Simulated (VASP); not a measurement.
A run of VASP 6.6.1:

The input POSCAR:

```
SiC
1.0
    1.5975474192      0.9223444325      5.5143878764
   -1.5975474192      0.9223444325      5.5143878764
    0.0000000000     -1.8446888650      5.5143878764
C Si
2 2
Direct
    0.4496334491      0.4496334491      0.4496334491
    0.5503665509      0.5503665509      0.5503665509
    0.9244960651      0.9244960651      0.9244960651
    0.0755039349      0.0755039349      0.0755039349
```

INCAR.step1

```
ALGO = Normal
EDIFF = 1E-4
ENCUT = 520
GGA = PE
ISMEAR = 0
LASPH = True
LCHARG = False
LREAL = False
LWAVE = True
NBANDS = 16
NELM = 80
PREC = Accurate
SIGMA = 0.01
```

The input INCAR.step2:

```
ALGO = Normal
EDIFF = 1E-6
ENCUT = 520
ISIF = 2
ISMEAR = 0
ISTART = 1
LASPH = True
LCHARG = False
LMIXTAU = True
LREAL = False
LWAVE = False
METAGGA = R2SCAN
NBANDS = 16
NELM = 80
PREC = Accurate
SIGMA = 0.01
```

The input KPOINTS:

```
k-points
0
Gamma
  10 10 10
```

Potentials or basis: VASP PAW PBE potentials, release 64 (C, Si).

Command:

```console
$ cat potpaw_PBE.64/C/POTCAR potpaw_PBE.64/Si/POTCAR > POTCAR
$ cp INCAR.step1 INCAR
$ mpirun -np 1 vasp_std > vasp.out
$ cp INCAR.step2 INCAR
$ mpirun -np 1 vasp_std > vasp.out
```

Hardware: 1 thread of Intel(R) Xeon(R) Platinum 8259CL CPU @ 2.50GHz (Skylake/Cascade Lake), with other jobs on the host.

Problem. Estimate the wall time of this run.

Solution. It took 12 min on 1 thread of Intel(R) Xeon(R) Platinum 8259CL CPU @ 2.50GHz (Skylake/Cascade Lake), on a shared host, peak memory 0.38 GiB. Counts: k points 116.
